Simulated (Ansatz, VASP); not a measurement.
This is a calculation of Re for VASP 6.6.1.

Contents of INCAR:

```
SYSTEM = Re
PREC = Accurate
ENCUT = 560
EDIFF = 1E-7
ISMEAR = -1
SIGMA = 0.05
LREAL = .FALSE.
LASPH = .TRUE.
NELM = 120
ALGO = Normal
ISIF = 3
LWAVE = .FALSE.
LCHARG = .FALSE.
GGA = B5
ALDAX = 1.0
AGGAX = 1.0
AGGAC = 1.0
ALDAC = 0.0
IVDW = 13
VDW_S6 = 1.0
VDW_S8 = 2.34076671
VDW_A1 = 0.44488865
VDW_A2 = 4.0933009
IBRION = 2
NSW = 60
EDIFFG = -0.01
GGA_COMPAT = .FALSE.
NELMIN = 4
```

File KPOINTS:

```
Automatic mesh
0
G
  11 11 6
  0 0 0
```

POSCAR

```
Re
1.0
    2.7608000000      0.0000000000      0.0000000000
   -1.3804000000      2.3909229348      0.0000000000
    0.0000000000      0.0000000000      4.4582000000
Re
2
Direct
    0.6666666667      0.3333333333      0.7500000000
    0.3333333333      0.6666666667      0.2500000000
```

Potentials or basis: VASP PAW PBE potentials, release 64 (Re_sv_GW).

Run with:

```sh
$ cat potpaw_PBE.64/Re_sv_GW/POTCAR > POTCAR
$ mpirun -np 1 vasp_std > vasp.out
```

Q: Translate it to Ansatz 0.2.0. Potentials there: Ansatz PAW.

A: As run (the cutoff follows the program's own potentials):

Contents of input.yaml:

```yaml
crystal:
  lattice:
    - [2.7608, 0.0, 0.0]
    - [-1.3804, 2.3909229348, 0.0]
    - [0.0, 0.0, 4.4582]
  atoms:
    - { symbol: Re, position: [0.6666666667, 0.3333333333, 0.75] }
    - { symbol: Re, position: [0.3333333333, 0.6666666667, 0.25] }
hamiltonian:
  xc: blyp
  pseudopotentials: { kind: paw }
  dispersion: d4
kpoints:
  mp_grid: { grid: [11, 11, 6] }
scf:
  occupations: { method: fermi_dirac, width: 0.05 }
output:
  forces: true
  stress: true
relax:
  f_tol: 0.01
  max_steps: 40
  cell: { stress_tol: 0.05 }
```

Potentials or basis: Ansatz PAW.

Launch:

```bash
$ ansatz run input.yaml --threads 2 --pin off --max-ram 5120MiB --backend cpu --events-out ev --progress --plain --runs-dir out
```

Both were run:

|  | VASP | Ansatz | Ansatz less VASP |
| --- | --- | --- | --- |
| relaxed volume (Å³/atom) | 14.93 | 14.92 | -0.001 |
| relaxed length of the cell vector where the two differ most in proportion (Å) | 4.472 | 4.473 | +0.0009 |

VASP's potentials were made for PBE, not for BLYP.

Spin-orbit coupling is off throughout. Noted on Ansatz's run: the plane-wave basis is chosen anew once the cell has moved, so the energies of steps on either side of that aren't comparable.
